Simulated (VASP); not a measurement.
A run of VASP 6.6.1 is set up as follows.

INCAR

```
SYSTEM = Sb8H
  ALGO = Normal
  EDIFF = 1E-6
  ENCUT = 520
  GGA = PE
  ISIF = 2
  ISMEAR = 0
  LASPH = .True.
  LCHARG = .True.
  LELF = .True.
  LREAL = .False.
  LVHAR = .True.
  LWAVE = .False.
  NBANDS = 30
  NELM = 100
  PREC = Accurate
  SIGMA = 0.1
```

Contents of KPOINTS:

```
k-points
0
Gamma
  6 6 6
  0 0 0
```

File POSCAR:

```
Sb8H
1.0
    6.2210341163      0.0000000000      0.0000000000
    0.0000000000      6.2210341163      0.0000000000
    0.0000000000      0.0000000000      6.2210341163
Sb H
8 1
Direct
   -0.0008761748     -0.0008761748     -0.0008761748
   -0.0008761748     -0.0008761748      0.5008761748
   -0.0008761748      0.5008761748     -0.0008761748
   -0.0008761748      0.5008761748      0.5008761748
    0.5008761748     -0.0008761748     -0.0008761748
    0.5008761748     -0.0008761748      0.5008761748
    0.5008761748      0.5008761748     -0.0008761748
    0.5008761748      0.5008761748      0.5008761748
    0.2500000000      0.2500000000      0.2500000000
```

Potentials or basis: VASP PAW PBE potentials, release 64 (Sb, H).

Run with:

```console
$ cat potpaw_PBE.64/Sb/POTCAR potpaw_PBE.64/H/POTCAR > POTCAR
$ mpirun -np 1 vasp_std > vasp.out
```

(1) Estimate the band gap on the k mesh.

(2) Predict the pressure.

## Answers

(1) zero (an odd number of electrons rules out a gap without spin polarisation).

(2) 0.0 GPa.

Caveat: the highest band is partly filled, so the run has too few bands; spin-orbit coupling is left out, which moves the levels of the heavy elements; an odd number of electrons without spin polarisation forces a metal; a magnetic or distorted state may lie lower.
